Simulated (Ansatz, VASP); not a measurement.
**FeSb: VASP beside Ansatz**

INCAR

```
SYSTEM = FeSb
ALGO = Normal
EDIFF = 1E-6
ENCUT = 520
ISIF = 2
ISMEAR = -1
ISPIN = 2
LASPH = .True.
LCHARG = .False.
LMAXMIX = 4
LORBIT = 11
LREAL = .False.
LWAVE = .False.
MAGMOM = 3 3 0 0
NBANDS = 25
NELM = 150
PREC = Accurate
SIGMA = 0.1
```

The input KPOINTS:

```
k-points
0
Gamma
  8 8 6
  0 0 0
```

The input POSCAR:

```
FeSb
1.0
    4.1396280590      0.0000000000      0.0000000000
   -2.0698140295      3.5850230614      0.0000000000
    0.0000000000      0.0000000000      5.2306137790
Fe Sb
2 2
Direct
    0.0000000000      0.0000000000      0.0000000000
    0.0000000000      0.0000000000      0.5000000000
    0.3333333333      0.6666666667      0.2500000000
    0.6666666667      0.3333333333      0.7500000000
```

Input for Ansatz:

```yaml
crystal:
  lattice:
    - [4.139628059, 0.0, 0.0]
    - [-2.0698140295, 3.5850230614, 0.0]
    - [0.0, 0.0, 5.230613779]
  atoms:
    - { symbol: Fe, position: [0.0, 0.0, 0.0], spin: 3.0 }
    - { symbol: Fe, position: [0.0, 0.0, 0.5], spin: 3.0 }
    - { symbol: Sb, position: [0.3333333333, 0.6666666667, 0.25] }
    - { symbol: Sb, position: [0.6666666667, 0.3333333333, 0.75] }
magnetization:
  spin_polarized: true
kpoints:
  mp_grid: { grid: [8, 8, 6] }
scf:
  occupations: { method: fermi_dirac, width: 0.1 }
  lower_state_search: "off"
hamiltonian:
  xc: lda
  pseudopotentials: { kind: paw }
output:
  forces: true
  stress: true
  eigenvalues: true
  populations: true
  write_density: true
  write_potential: true
  elf: true
  volumetric_format: npy
```

Change from the starting cell: volume scaled by 1.06, PAW files.

Alike in both runs: task single point; functional LDA; k mesh 8 × 8 × 6; occupations fermi-dirac, width 0.1 eV; collinear spin.

|  | VASP | Ansatz |
| --- | --- | --- |
| version | VASP 6.6.1 | Ansatz 0.2.0 |
| potentials or method | VASP PAW LDA potentials, release 64 (Fe, Sb) | PAW with Ansatz's default frozen-core files, scalar-relativistic |
| plane-wave cutoff (eV) | 520 | 420 |
| valence electrons in the cell | 26 | 62 |

```csv
,VASP,Ansatz,Ansatz less VASP
pressure (GPa),-15.9,-15.1,+0.80
"traceless stress, the component that is largest in VASP (GPa)",-1.08,-1.33,-0.244
net moment per atom (μB),0.81,0.88,+0.070
size of the moment on the site where the two differ most (μB),1.69,1.84,+0.150
```

LDA's correlation is that of Perdew and Zunger in VASP and of Perdew and Wang (1992) in Ansatz. Site moments also hang on the region over which each program counts them. VASP's potentials hold 26 valence electrons a cell and Ansatz's 62, so a difference there can come from the potentials and not from the codes.

Neither program's run includes spin-orbit coupling.
